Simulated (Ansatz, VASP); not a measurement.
P: VASP beside Ansatz

```
P
1.0
     1.64774   -5.46504    0.00000
     1.64774    5.46504    0.00000
     0.00000    0.00000    4.54364
P
4
Cartesian
  1.6477 -4.4173 2.6754
  1.6477 4.4173 1.8683
  1.6477 -1.0477 0.4035
  1.6477 1.0477 4.1401
```

Alike in both runs: functional BLYP; k mesh 8 × 8 × 6; occupations fermi-dirac, width 0.05 eV; no spin polarisation.

|  | VASP | Ansatz |
| --- | --- | --- |
| version | VASP 6.6.1 | Ansatz 0.2.0 |
| potentials or method | VASP PAW PBE potentials, release 64 (P) | Ansatz PAW |
| plane-wave cutoff (eV) | 520 | 420 |
| valence electrons in the cell | 20 | 20 |
| task | single point | band structure |

|  | VASP | Ansatz | Ansatz less VASP |
| --- | --- | --- | --- |
| gap on the k mesh at the Fermi level (eV) | 0.21 | 0.19 | -0.016 |
| least direct gap on the mesh (eV) | 0.21 | 0.19 | -0.016 |
| pressure (GPa) | 6.2 | 6.4 | +0.16 |
| traceless stress, the component that is largest in VASP (GPa) | -0.70 | -0.70 | +0.005 |
| rms of the force components (eV/Å) | 0.250 | 0.269 | +0.0190 |

VASP's potentials were made for PBE, not for BLYP. Atom by atom the forces differ by 0.020 eV/Å (rms over components).
